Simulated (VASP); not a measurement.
Write the native input for VASP 6.6.1 that does the following.

- Task: single point
- Functional: RPBE
- Potentials or basis: VASP PAW PBE potentials, release 64 (Pb_d, Te)
- Cutoff: 520 eV
- k mesh: 7 × 7 × 7
- Occupations: gaussian, width 0.05 eV
- Spin: no spin polarisation
- Dipole correction: no
- Further INCAR settings: ALGO = Normal; EDIFF = 1e-06; NBANDS = 17

The structure of TePb lies in POSCAR:

```
TePb
1.0
    4.0022870000      0.0000000000      0.0000000000
    0.0000000000      4.0022870000      0.0000000000
    0.0000000000      0.0000000000      4.0022870000
Pb Te
1 1
Direct
    0.0000000000      0.0000000000      0.0000000000
    0.5000000000      0.5000000000      0.5000000000
```

The input as run:

INCAR

```
SYSTEM = TePb
PREC = Accurate
ENCUT = 520
EDIFF = 1E-6
ISMEAR = 0
SIGMA = 0.05
LREAL = .False.
LASPH = .True.
NELM = 100
ALGO = Normal
ISIF = 2
LWAVE = .False.
LCHARG = .False.
GGA = RP
NBANDS = 17
```

KPOINTS

```
Automatic mesh
0
Gamma
  7 7 7
  0 0 0
```

Potentials or basis: VASP PAW PBE potentials, release 64 (Pb_d, Te).

Launch:

```bash
$ cat potpaw_PBE.64/Pb_d/POTCAR potpaw_PBE.64/Te/POTCAR > POTCAR
$ mpirun -np 1 vasp_std > vasp.out
```

It gave:

| Quantity | Value |
| --- | --- |
| Pressure | 1.6 GPa |
| Band gap on the k mesh | zero (band 10 reaches 6.69 eV, above the bottom of band 11 at 5.91 eV) |

Caveat: the PAW data sets were made with another functional, which shifts forces and pressure a little; spin-orbit coupling is left out, which moves the levels of the heavy elements.

It took 12 s on 1 thread of Intel(R) Xeon(R) 6975P-C (Granite Rapids), with other jobs on the host, peak memory 0.17 GiB.
